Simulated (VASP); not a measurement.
# Li2O in VASP: notebook

Runs on Li2O. Level: PBE. Tasks: single point.

Everything below comes from runs of VASP 6.6.1. Logs are shortened: lines on timing, memory, paths and dates and some standing lists are left out, and cuts for length are marked.

**1. The cell of the first run**

Symmetry: Fm-3m, No. 225, cubic system. The conventional cell has a = 4.610 Å, b = 4.610 Å, c = 4.610 Å, α = 90.00°, β = 90.00°, γ = 90.00°. Within 2.6 Å of Li (site symmetry -43m) lie 4 O at 2.00 Å and 6 Li at 2.30 to 2.31 Å. Within 2.6 Å of O (site symmetry m-3m) lie 8 Li at 2.00 Å.

**2. Single point, PBE**

INCAR

```
SYSTEM = Li2O
  PREC = Accurate
  ENCUT = 750
  EDIFF = 1E-6
  ISMEAR = 0
  SIGMA = 0.02
  LREAL = .False.
  LASPH = .True.
  NELM = 120
  ALGO = Normal
  ISIF = 2
  LWAVE = .False.
  LCHARG = .True.
  GGA = PE
  LELF = .True.
  LVHAR = .True.
  NBANDS = 13
  GGA_COMPAT = .False.
```

KPOINTS

```
regular mesh
0
Gamma
  7 7 7
  0 0 0
```

POSCAR

```
Li2O
1.0
    0.0000000000      2.3050000000      2.3050000000
    2.3050000000      0.0000000000      2.3050000000
    2.3050000000      2.3050000000      0.0000000000
Li O
2 1
Direct
    0.2500000000      0.2500000000      0.2500000000
    0.7500000000      0.7500000000      0.7500000000
    0.0000000000      0.0000000000      0.0000000000
```

Potentials or basis: VASP PAW PBE potentials, release 64 (Li_sv, O).

The run is started by

```sh
$ cat potpaw_PBE.64/Li_sv/POTCAR potpaw_PBE.64/O/POTCAR > POTCAR
$ mpirun -np 1 vasp_std > vasp.out
```

OUTCAR:

```text
SYSTEM = Li2O
   PREC = Accurate
   ENCUT = 750
   EDIFF = 1E-6
   ISMEAR = 0
   LREAL = .False.
   LASPH = .True.
   NELM = 120
   ISIF = 2
   GGA = PE

 ion  position               nearest neighbor table
   1  0.250  0.250  0.250-   3 2.00   3 2.00   3 2.00   3 2.00   2 2.31   2 2.31   2 2.31   2 2.31
                             2 2.31   2 2.31
   2  0.750  0.750  0.750-   3 2.00   3 2.00   3 2.00   3 2.00   1 2.31   1 2.31   1 2.31   1 2.31
                             1 2.31   1 2.31
   3  0.000  0.000  0.000-   1 2.00   2 2.00   2 2.00   2 2.00   2 2.00   1 2.00   1 2.00   1 2.00

  LATTYP: Found a face centered cubic cell.
 ALAT       =     4.6100000000

  Lattice vectors:

 A1 = (   0.0000000000,   2.3050000000,   2.3050000000)
 A2 = (   2.3050000000,   0.0000000000,   2.3050000000)
 A3 = (   2.3050000000,   2.3050000000,   0.0000000000)

Analysis of symmetry for initial positions (statically):
=====================================================================
 Subroutine PRICEL returns:
 Original cell was already a primitive cell.

 Routine SETGRP: Setting up the symmetry group for a
 face centered cubic supercell.

 Subroutine GETGRP returns: Found 48 space group operations
 (whereof 48 operations were pure point group operations)
 out of a pool of 48 trial point group operations.

The static configuration has the point symmetry O_h .

Analysis of symmetry for dynamics (positions and initial velocities):
=====================================================================
 Subroutine PRICEL returns:
 Original cell was already a primitive cell.

 Routine SETGRP: Setting up the symmetry group for a
 face centered cubic supercell.

 Subroutine GETGRP returns: Found 48 space group operations
 (whereof 48 operations were pure point group operations)
 out of a pool of 48 trial point group operations.

The dynamic configuration has the point symmetry O_h .

 Subroutine INISYM returns: Found 48 space group operations
 (whereof 48 operations are pure point group operations),
 and found     1 'primitive' translations

----------------------------------------------------------------------------------------

                                     Primitive cell

  volume of cell :      24.4930

  direct lattice vectors                    reciprocal lattice vectors
     0.000000000  2.305000000  2.305000000    -0.216919740  0.216919740  0.216919740
     2.305000000  0.000000000  2.305000000     0.216919740 -0.216919740  0.216919740
     2.305000000  2.305000000  0.000000000     0.216919740  0.216919740 -0.216919740

[... 93 lines left out ...]
   EMIN   =  10.00;   EMAX   =-10.00  energy-range for DOS
   EFERMI =   0.00;   METHOD = LEGACY
   ISMEAR =     0;   SIGMA  =   0.02  broadening in eV -4-tet -1-fermi 0-gaus
   EFERMI_NEDOS =   21; number of points for ismear=-14 and -15
   IALGO  =     38    algorithm
   IMIX   =      4    mixing-type and parameters
     AMIX     =   0.40;   BMIX     =  1.00
     AMIX_MAG =   1.60;   BMIX_MAG =  1.00
  volume/ion in A,a.u.               =       8.16        55.10
  Fermi-wavevector in a.u.,A,eV,Ry     =   1.290588  2.438858 22.662103  1.665618
  Thomas-Fermi vector in A             =   2.422410
   LORBIT       =      0    0 simple, 1 ext, 2 COOP (PROOUT), +10 PAW based schemes
   GGA     = PE    functional components
   LHFCALC =     F    Hartree Fock is set to
   AEXX    =    0.0000 exact exchange contribution
   IVDW    =     0    specifies the selected vdW correction
   LEPSILON=     F    determine dielectric tensor
   LRPA    =     F    only Hartree local field effects (RPA)
 non-spin polarized calculation
 Gauss-broadening in eV      SIGMA  =   0.02
  energy-cutoff  :      750.00
  volume of cell :       24.49
 maximum number of plane-waves:      1155
 NGX is ok and might be reduce to    30
   NGX = 15   NGY = 15   NGZ = 15

 number of electron      12.0000001 magnetization

 Free energy of the ion-electron system (eV)
  ---------------------------------------------------
  ext. energy  EPLUGINS =         0.00000000
  ---------------------------------------------------
  free energy    TOTEN  =       -14.35533046 eV

  energy without entropy =      -14.35533046  energy(sigma->0) =      -14.35533046

 E-fermi :   1.5303     XC(G=0):  -9.7784

 val. band max:        1.3663384604   @ k =   0.0000   0.0000   0.0000
 cond. band min:       6.5228363624   @ k =   0.4286   0.4286   0.0000
 fundamental gap:      5.1564979021
 Fermi energy:         1.5303417519

 k-point     1 :       0.0000    0.0000    0.0000
  band No.  band energies     occupation
      1     -41.6046      2.00000
      2     -41.2684      2.00000
      3     -14.0925      2.00000
      4       1.3663      2.00000
      5       1.3663      2.00000
      6       1.3663      2.00000
      7       6.6782      0.00000
      8      13.3400      0.00000
      9      13.3400      0.00000
     10      13.3400      0.00000
     11      20.4331      0.00000
     12      20.4331      0.00000
     13      20.4331      0.00000
[... 290 lines left out ...]
  band No.  band energies     occupation
      1     -41.4252      2.00000
      2     -41.4118      2.00000
      3     -13.8104      2.00000
      4      -0.6546      2.00000
      5      -0.1237      2.00000
      6       0.1446      2.00000
      7       8.5391      0.00000
      8      12.0235      0.00000
      9      15.2116      0.00000
     10      15.5869      0.00000
     11      19.0120      0.00000
     12      19.9020      0.00000
     13      24.3476      0.00000

------------------------ aborting loop because EDIFF is reached ----------------------------------------

  FORCE on cell =-STRESS in cart. coord.  units (eV):
  Direction    XX          YY          ZZ          XY          YZ          ZX
  --------------------------------------------------------------------------------------
  -------------------------------------------------------------------------------------
  Total        0.0797727      0.0797727      0.0797727      0.0000000      0.0000000      0.0000000
  in kB        5.2182148      5.2182148      5.2182148      0.0000000      0.0000000      0.0000000
  external PRESSURE =       5.2182148 kB  Pullay stress =       0.0000000 kB

 VOLUME and BASIS-vectors are now :
 -----------------------------------------------------------------------------
  energy-cutoff  :      750.00
  volume of cell :       24.49
      direct lattice vectors                 reciprocal lattice vectors
     0.000000000  2.305000000  2.305000000    -0.216919740  0.216919740  0.216919740
     2.305000000  0.000000000  2.305000000     0.216919740 -0.216919740  0.216919740
     2.305000000  2.305000000  0.000000000     0.216919740  0.216919740 -0.216919740

 POSITION                                       TOTAL-FORCE (eV/Angst)
 -----------------------------------------------------------------------------------
      1.15250      1.15250      1.15250        -0.000000     -0.000000     -0.000000
      3.45750      3.45750      3.45750         0.000000      0.000000      0.000000
      0.00000      0.00000      0.00000         0.000000      0.000000      0.000000
 -----------------------------------------------------------------------------------
    total drift:                                0.000000     -0.000000      0.000000

  FREE ENERGIE OF THE ION-ELECTRON SYSTEM (eV)
  ---------------------------------------------------
  free  energy   TOTEN  =       -14.3553304614 eV

  energy  without entropy=      -14.3553304614  energy(sigma->0) =      -14.35533046
```

OSZICAR:

```text
N       E                     dE             d eps       ncg     rms          rms(c)
DAV:   1     0.534083644721E+02    0.53408E+02   -0.69966E+03   520   0.126E+03
DAV:   2    -0.104053384587E+02   -0.63814E+02   -0.59025E+02   643   0.248E+02
DAV:   3    -0.160121448807E+02   -0.56068E+01   -0.55510E+01   923   0.546E+01
DAV:   4    -0.161301074271E+02   -0.11796E+00   -0.11795E+00   618   0.821E+00
DAV:   5    -0.161307989353E+02   -0.69151E-03   -0.69150E-03   725   0.590E-01    0.748E+00
DAV:   6    -0.143899938234E+02    0.17408E+01   -0.83571E+00   555   0.153E+01    0.283E+00
DAV:   7    -0.143577970123E+02    0.32197E-01   -0.18713E-01   653   0.302E+00    0.150E+00
DAV:   8    -0.143569799681E+02    0.81704E-03   -0.68221E-02   652   0.257E+00    0.442E-01
DAV:   9    -0.143549498816E+02    0.20301E-02   -0.58941E-03   633   0.647E-01    0.135E-01
DAV:  10    -0.143553548658E+02   -0.40498E-03   -0.90769E-04   600   0.232E-01    0.564E-02
DAV:  11    -0.143553287393E+02    0.26126E-04   -0.48427E-05   693   0.751E-02    0.134E-02
DAV:  12    -0.143553307892E+02   -0.20498E-05   -0.61419E-06   657   0.246E-02    0.621E-03
DAV:  13    -0.143553304614E+02    0.32773E-06   -0.24003E-06   645   0.134E-02
   1 F= -.14355330E+02 E0= -.14355330E+02  d E =-.618135E-33
```

Wall time 14 s (1 thread of Intel Xeon Platinum 8488C (Sapphire Rapids), shared host); peak memory 0.16 GiB.

What came out:

```
Free energy            : -14.3553 eV
Pressure               : 0.5 GPa
Band gap on the k mesh : 5.16 eV, indirect (least direct gap 5.31 eV)
```

**3. Single point, PBE**

This run uses another cell than the first one, of 8.08 Å³/atom, 0.990 times its volume.

INCAR is that of step 2.

KPOINTS

```
Automatic mesh
0
Gamma
  7 7 7
  0 0 0
```

POSCAR

```
Li2O
1.0
    0.0000000000      2.3050000000      2.2819500000
    2.3050000000      0.0000000000      2.2819500000
    2.3050000000      2.3050000000      0.0000000000
Li O
2 1
Direct
    0.2500000000      0.2500000000      0.2500000000
    0.7500000000      0.7500000000      0.7500000000
    0.0000000000      0.0000000000      0.0000000000
```

Potentials or basis: VASP PAW PBE potentials, release 64 (Li_sv, O).

The run is started by

```sh
$ cat potpaw_PBE.64/Li_sv/POTCAR potpaw_PBE.64/O/POTCAR > POTCAR
$ mpirun -np 1 vasp_std > vasp.out
```

It took 26 s on 1 thread of Intel Xeon Platinum 8488C (Sapphire Rapids), shared host; peak memory 0.16 GiB.

The run converged. Its results:

```yaml
Free_energy: -14.3523 eV
Pressure: 1.4 GPa
Band_gap_on_the_k_mesh: 5.14 eV, indirect (least direct gap 5.37 eV)
```

Stress tensor (GPa, compression positive):
```
0.76 0.00 0.00
0.00 0.76 0.00
0.00 0.00 2.63
```

Levels at points of the mesh, in eV from the valence-band top:
```csv
k point,band 2,band 3,band 4,band 5,band 6,band 7,band 8,band 9,band 10,band 11
"(0.00, 0.00, 0.00)",-42.63,-15.50,-0.03,-0.03,0.00,5.37,11.95,12.04,12.04,19.04
```

A k mesh can miss the band edges. Expect the measured gap to be larger: semilocal functionals such as PBE lack the derivative discontinuity.
